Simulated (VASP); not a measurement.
# DyMgF (P4/mmm) in VASP: a series of runs

DyMgF is run at these levels: PBE; tasks: single point.

Everything below comes from runs of VASP 6.6.1. Logs are shortened: lines on timing, memory, paths and dates and some standing lists are left out, and cuts for length are marked.

### 1 The cell of the first run

The structure is tetragonal, space group P4/mmm (No. 123). Conventional cell: a = 3.680 Å, b = 3.680 Å, c = 4.206 Å, α = 90.00°, β = 90.00°, γ = 90.00°. Within 3.4 Å of Dy (site symmetry 4/mmm) lie 4 F at 2.60 Å and 8 Mg at 3.35 Å. Mg (site symmetry 4/mmm) has 2 F at 2.10 Å within 2.8 Å. Within 2.8 Å of F (site symmetry 4/mmm) lie 2 Mg at 2.10 Å and 4 Dy at 2.60 Å.

The cell was built from a structure type or drawn by symmetry, and may not be a known phase.

### 2 Single point, PBE

Input file INCAR:

```
PREC     = Accurate       # precision mode
ENCUT    = 600            # plane-wave cutoff, eV
EDIFF    = 1E-6           # SCF threshold, eV
ISMEAR   = 0              # smearing method
SIGMA    = 0.2            # smearing width, eV
LREAL    = False          # projectors in reciprocal space
LASPH    = True           # aspherical terms in the spheres
NELM     = 200            # most SCF steps
ALGO     = Normal         # electronic algorithm
ISIF     = 2              # what is computed and relaxed
LWAVE    = False          # write WAVECAR
LCHARG   = False          # write CHGCAR
GGA      = PE             # functional
NBANDS   = 16             # bands
GGA_COMPAT= False        
LMAXMIX  = 6              # l up to which the mixer works
```

Input file KPOINTS:

```
Automatic mesh
0
Gamma
  5 5 5
```

Input file POSCAR:

```
DyMgF
1.0
    3.6795634063      0.0000000000      0.0000000000
    0.0000000000      3.6795634063      0.0000000000
    0.0000000000      0.0000000000      4.2057227957
Dy Mg F
1 1 1
Direct
    0.0000000000      0.0000000000      0.0000000000
    0.5000000000      0.5000000000      0.5000000000
    0.5000000000      0.5000000000      0.0000000000
```

Potentials or basis: VASP PAW PBE potentials, release 64 (Dy_3, Mg, F), 4f in core.

The run is started by

```bash
$ cat potpaw_PBE.64/Dy_3/POTCAR potpaw_PBE.64/Mg/POTCAR potpaw_PBE.64/F/POTCAR > POTCAR
$ mpirun -np 1 vasp_std > vasp.out
```

OUTCAR:

```text
PREC = Accurate
   ENCUT = 600
   EDIFF = 1E-6
   ISMEAR = 0
   LREAL = False
   LASPH = True
   NELM = 200
   ISIF = 2
   GGA = PE

 ion  position               nearest neighbor table
   1  0.000  0.000  0.000-   3 2.60   3 2.60   3 2.60   3 2.60   2 3.35   2 3.35   2 3.35   2 3.35
                             2 3.35   2 3.35   2 3.35   2 3.35
   2  0.500  0.500  0.500-   3 2.10   3 2.10   1 3.35   1 3.35   1 3.35   1 3.35   1 3.35   1 3.35
                             1 3.35   1 3.35
   3  0.500  0.500  0.000-   2 2.10   2 2.10   1 2.60   1 2.60   1 2.60   1 2.60

  LATTYP: Found a simple tetragonal cell.
 ALAT       =     3.6795634063
 C/A-ratio  =     1.1429950598

  Lattice vectors:

 A1 = (   3.6795634063,   0.0000000000,   0.0000000000)
 A2 = (   0.0000000000,   3.6795634063,   0.0000000000)
 A3 = (   0.0000000000,   0.0000000000,   4.2057227957)

Analysis of symmetry for initial positions (statically):
=====================================================================
 Subroutine PRICEL returns:
 Original cell was already a primitive cell.

 Routine SETGRP: Setting up the symmetry group for a
 simple tetragonal supercell.

 Subroutine GETGRP returns: Found 16 space group operations
 (whereof 16 operations were pure point group operations)
 out of a pool of 16 trial point group operations.

The static configuration has the point symmetry D_4h.

Analysis of symmetry for dynamics (positions and initial velocities):
=====================================================================
 Subroutine PRICEL returns:
 Original cell was already a primitive cell.

 Routine SETGRP: Setting up the symmetry group for a
 simple tetragonal supercell.

 Subroutine GETGRP returns: Found 16 space group operations
 (whereof 16 operations were pure point group operations)
 out of a pool of 16 trial point group operations.

The dynamic configuration has the point symmetry D_4h.

 Subroutine INISYM returns: Found 16 space group operations
 (whereof 16 operations are pure point group operations),
 and found     1 'primitive' translations

----------------------------------------------------------------------------------------

                                     Primitive cell

  volume of cell :      56.9421

  direct lattice vectors                    reciprocal lattice vectors
     3.679563406  0.000000000  0.000000000     0.271771373  0.000000000  0.000000000
     0.000000000  3.679563406  0.000000000     0.000000000  0.271771373  0.000000000
     0.000000000  0.000000000  4.205722796     0.000000000  0.000000000  0.237771258

  length of vectors
     3.679563406  3.679563406  4.205722796     0.271771373  0.271771373  0.237771258

  position of ions in fractional coordinates (direct lattice)
     0.000000000  0.000000000  0.000000000
     0.500000000  0.500000000  0.500000000
     0.500000000  0.500000000  0.000000000

  ion indices of the primitive-cell ions
   primitive index   ion index
                 1           1
                 2           2
                 3           3

----------------------------------------------------------------------------------------

 KPOINTS: Automatic mesh

Automatic generation of k-mesh.
 Grid dimensions read from file:
 generate k-points for:    5    5    5

 Generating k-lattice:

  Cartesian coordinates                     Fractional coordinates (reciprocal lattice)
     0.054354275  0.000000000  0.000000000     0.200000000  0.000000000  0.000000000
     0.000000000  0.054354275  0.000000000     0.000000000  0.200000000  0.000000000
     0.000000000  0.000000000  0.047554252     0.000000000  0.000000000  0.200000000

  Length of vectors
     0.054354275  0.054354275  0.047554252

  Shift w.r.t. Gamma in fractional coordinates (k-lattice)
     0.000000000  0.000000000  0.000000000

 Subroutine IBZKPT returns following result:
 ===========================================

 Found     18 irreducible k-points:

 Following reciprocal coordinates:
            Coordinates               Weight
  0.000000  0.000000  0.000000      1.000000
  0.200000  0.000000  0.000000      4.000000
  0.400000  0.000000  0.000000      4.000000
  0.200000  0.200000  0.000000      4.000000
  0.400000  0.200000  0.000000      8.000000
  0.400000  0.400000  0.000000      4.000000
[... 10 lines left out ...]
  0.400000  0.200000  0.400000     16.000000
  0.400000  0.400000  0.400000      8.000000
   k-points           NKPTS =     18   k-points in BZ     NKDIM =     18   number of bands    NBANDS=     16
   number of dos      NEDOS =    301   number of ions     NIONS =      3
   total plane-waves  NPLWV =  32400
   dimension x,y,z NGX =    30 NGY =   30 NGZ =   36
   dimension x,y,z NGXF=    60 NGYF=   60 NGZF=   72
   ions per type =               1   1   1
   NGX,Y,Z   is equivalent  to a cutoff of  13.55, 13.55, 14.23 a.u.
   NGXF,Y,Z  is equivalent  to a cutoff of  27.11, 27.11, 28.46 a.u.
 SYSTEM =  unknown system
   PREC   = accura    normal or accurate (medium, high low for compatibility)
   ISTART =      0    job   : 0-new  1-cont  2-samecut
   ICHARG =      2    charge: 1-file 2-atom 10-const
   ISPIN  =      1    spin polarized calculation?
   LNONCOLLINEAR =      F non collinear calculations
   LSORBIT =      F    spin-orbit coupling
   LASPH  =      T    aspherical Exc in radial PAW
   ENCUT  =  600.0 eV  44.10 Ry    6.64 a.u.   7.35  7.35  8.40*2*pi/ulx,y,z
   NELM   =    200;   NELMIN=  2; NELMDL= -5     # of ELM steps
   EDIFF  = 0.1E-05   stopping-criterion for ELM
   LREAL  =      F    real-space projection
   EDIFFG = 0.1E-04   stopping-criterion for IOM
   NSW    =      0    number of steps for IOM
   IBRION =     -1    ionic relax: 0-MD 1-quasi-New 2-CG
   NFREE  =      0    steps in history (QN), initial steepest desc. (CG)
   ISIF   =      2    stress and relaxation
   ISYM   =      2    0-nonsym 1-usesym 2-fastsym
   POTIM  = 0.5000    time-step for ionic-motion
   TEBEG  =    0.0;   TEEND  =   0.0 temperature during run
   PSTRESS=    0.0 pullay stress
   NELECT =      18.0000    total number of electrons
   NUPDOWN=      -1.0000    fix difference up-down
   EMIN   =  10.00;   EMAX   =-10.00  energy-range for DOS
   EFERMI =   0.00;   METHOD = LEGACY
   ISMEAR =     0;   SIGMA  =   0.20  broadening in eV -4-tet -1-fermi 0-gaus
   EFERMI_NEDOS =   21; number of points for ismear=-14 and -15
   IALGO  =     38    algorithm
   IMIX   =      4    mixing-type and parameters
     AMIX     =   0.40;   BMIX     =  1.00
     AMIX_MAG =   1.60;   BMIX_MAG =  1.00
  volume/ion in A,a.u.               =      18.98       128.09
  Fermi-wavevector in a.u.,A,eV,Ry     =   1.115205  2.107431 16.921314  1.243682
  Thomas-Fermi vector in A             =   2.251807
   LORBIT       =      0    0 simple, 1 ext, 2 COOP (PROOUT), +10 PAW based schemes
   GGA     = PE    functional components
   LHFCALC =     F    Hartree Fock is set to
   AEXX    =    0.0000 exact exchange contribution
   IVDW    =     0    specifies the selected vdW correction
   LEPSILON=     F    determine dielectric tensor
   LRPA    =     F    only Hartree local field effects (RPA)
 non-spin polarized calculation
 Gauss-broadening in eV      SIGMA  =   0.20
  energy-cutoff  :      600.00
  volume of cell :       56.94
 maximum number of plane-waves:      1953
 NGX is ok and might be reduce to    30
   NGX = 15   NGY = 15   NGZ = 17

 number of electron      17.9999994 magnetization

 Free energy of the ion-electron system (eV)
  ---------------------------------------------------
  ext. energy  EPLUGINS =         0.00000000
  ---------------------------------------------------
  free energy    TOTEN  =       -12.10035237 eV

  energy without entropy =      -12.08603115  energy(sigma->0) =      -12.09319176

 E-fermi :   4.2834     XC(G=0):  -9.8354

 val. band max:        4.0807439637   @ k =   0.2000   0.2000   0.2000
 cond. band min:       4.3352756696   @ k =   0.2000   0.0000   0.4000
 fundamental gap:      0.2545317059
 Fermi energy:         4.2834386834

 k-point     1 :       0.0000    0.0000    0.0000
  band No.  band energies     occupation
      1     -22.7020      2.00000
      2     -20.0538      2.00000
      3     -20.0538      2.00000
      4     -19.9735      2.00000
      5      -4.5635      2.00000
      6      -3.9708      2.00000
[... 8 lines left out ...]
     15      10.2539      0.00000
     16      10.2539      0.00000

 k-point     2 :       0.2000    0.0000    0.0000
  band No.  band energies     occupation
      1     -22.7902      2.00000
      2     -20.0388      2.00000
      3     -20.0012      2.00000
      4     -19.9635      2.00000
      5      -4.5794      2.00000
      6      -4.3554      2.00000
[... 8 lines left out ...]
     15       9.5864      0.00000
     16      10.7236      0.00000

 k-point     3 :       0.4000    0.0000    0.0000
  band No.  band energies     occupation
      1     -22.9263      2.00000
      2     -20.0144      2.00000
      3     -19.9474      2.00000
      4     -19.9212      2.00000
      5      -4.8546      2.00000
      6      -4.6070      2.00000
[... 8 lines left out ...]
     15       9.8103      0.00000
     16      12.0158      0.00000

 k-point     4 :       0.2000    0.2000    0.0000
  band No.  band energies     occupation
      1     -22.8125      2.00000
      2     -20.1397      2.00000
      3     -19.9540      2.00000
      4     -19.9407      2.00000
      5      -4.5848      2.00000
      6      -4.5739      2.00000
[... 8 lines left out ...]
     15       8.5262      0.00000
     16      10.6825      0.00000
[... 210 lines left out ...]
 k-point    16 :       0.2000    0.2000    0.4000
  band No.  band energies     occupation
      1     -22.7894      2.00000
      2     -20.1347      2.00000
      3     -20.0112      2.00000
      4     -19.9360      2.00000
      5      -4.9279      2.00000
      6      -4.5435      2.00000
[... 8 lines left out ...]
     15      10.6332      0.00000
     16      11.1458      0.00000

 k-point    17 :       0.4000    0.2000    0.4000
  band No.  band energies     occupation
      1     -22.8315      2.00000
      2     -20.1337      2.00000
      3     -19.9947      2.00000
      4     -19.9928      2.00000
      5      -4.8888      2.00000
      6      -4.6284      2.00000
[... 8 lines left out ...]
     15       9.4380      0.00000
     16      10.6927      0.00000

 k-point    18 :       0.4000    0.4000    0.4000
  band No.  band energies     occupation
      1     -22.7051      2.00000
      2     -20.2704      2.00000
      3     -20.1911      2.00000
      4     -19.9764      2.00000
      5      -4.7729      2.00000
      6      -4.3088      2.00000
[... 8 lines left out ...]
     15       8.9354      0.00000
     16      10.3342      0.00000

------------------------ aborting loop because EDIFF is reached ----------------------------------------

  FORCE on cell =-STRESS in cart. coord.  units (eV):
  Direction    XX          YY          ZZ          XY          YZ          ZX
  --------------------------------------------------------------------------------------
  -------------------------------------------------------------------------------------
  Total        0.0124120      0.0124120      0.0981885      0.0000000      0.0000000     -0.0000000
  in kB        0.3492363      0.3492363      2.7627271      0.0000000      0.0000000     -0.0000000
  external PRESSURE =       1.1537332 kB  Pullay stress =       0.0000000 kB

 VOLUME and BASIS-vectors are now :
 -----------------------------------------------------------------------------
  energy-cutoff  :      600.00
  volume of cell :       56.94
      direct lattice vectors                 reciprocal lattice vectors
     3.679563406  0.000000000  0.000000000     0.271771373  0.000000000  0.000000000
     0.000000000  3.679563406  0.000000000     0.000000000  0.271771373  0.000000000
     0.000000000  0.000000000  4.205722796     0.000000000  0.000000000  0.237771258

 POSITION                                       TOTAL-FORCE (eV/Angst)
 -----------------------------------------------------------------------------------
      0.00000      0.00000      0.00000         0.000000      0.000000      0.000000
      1.83978      1.83978      2.10286         0.000000      0.000000      0.000000
      1.83978      1.83978      0.00000         0.000000      0.000000      0.000000
 -----------------------------------------------------------------------------------
    total drift:                                0.000000      0.000000     -0.000000

  FREE ENERGIE OF THE ION-ELECTRON SYSTEM (eV)
  ---------------------------------------------------
  free  energy   TOTEN  =       -12.1003523712 eV

  energy  without entropy=      -12.0860311548  energy(sigma->0) =      -12.09319176
```

Wall time 8.5 s (1 thread of AMD EPYC 9R45 (Zen 5), shared host); peak memory 0.17 GiB.

What came out:

```yaml
Free_energy: -12.1004 eV
Pressure: 0.1 GPa
Band_gap_on_the_k_mesh: zero (bands 9 and 10 overlap by 0.96 eV)
```

Stress tensor (GPa, compression positive):
```
0.03 0.00 0.00
0.00 0.03 0.00
0.00 0.00 0.28
```

Caveat: spin-orbit coupling is left out, which moves the levels of the heavy elements; the 4f electrons are frozen in the core, so they carry no moment and show no levels; the run has no spin polarisation, though such a crystal can be magnetic. With open d or f shells a metallic result of PBE can be an artefact of self-interaction; +U or a hybrid may open a gap.

### 3 Single point, PBE

This run uses another cell than the first one, of 24.11 Å³/atom.

Input file INCAR:

```
ALGO = Normal
EDIFF = 1E-6
ENCUT = 600
GGA = PE
GGA_COMPAT = False
ISIF = 2
ISMEAR = 0
LASPH = True
LCHARG = True
LELF = True
LMAXMIX = 6
LREAL = False
LVHAR = True
LWAVE = False
NBANDS = 16
NELM = 200
PREC = Accurate
SIGMA = 0.2
```

Input file KPOINTS:

```
k-points
0
Gamma
  5 5 5
```

Input file POSCAR:

```
DyMgF
1.0
    4.0800887974      0.0000000000      0.0000000000
    0.0000000000      4.0800887974      0.0000000000
    0.0000000000      0.0000000000      4.3442289019
Dy Mg F
1 1 1
Direct
    0.0000000000      0.0000000000      0.5000000000
    0.5000000000      0.5000000000      0.0000000000
    0.0000000000      0.0000000000      0.0000000000
```

Potentials or basis: VASP PAW PBE potentials, release 64 (Dy_3, Mg, F), 4f in core.

The run is started by

```bash
$ cat potpaw_PBE.64/Dy_3/POTCAR potpaw_PBE.64/Mg/POTCAR potpaw_PBE.64/F/POTCAR > POTCAR
$ mpirun -np 1 vasp_std > vasp.out
```

It took 14 s on 1 thread of AMD EPYC 9R45 (Zen 5), shared host; peak memory 0.19 GiB.

It converged, with:

```yaml
Free_energy: -11.9025 eV
Pressure: 0.5 GPa
Band_gap_on_the_k_mesh: zero (bands 9 and 10 overlap by 0.44 eV)
```

Stress tensor (GPa, compression positive):
```
-0.04  0.00  0.00
 0.00 -0.04  0.00
 0.00  0.00  1.69
```

Levels at points of the mesh, in eV from the Fermi level:
```tsv
k point	band 5	band 6	band 7	band 8	band 9	band 10	band 11	band 12	band 13	band 14
(0.00, 0.00, 0.00)	-7.29	-7.29	-7.04	-4.86	-0.38	2.16	2.21	2.21	2.80	2.84
```

Caveat: spin-orbit coupling is left out, which moves the levels of the heavy elements; the 4f electrons are frozen in the core, so they carry no moment and show no levels; the run has no spin polarisation, though such a crystal can be magnetic.
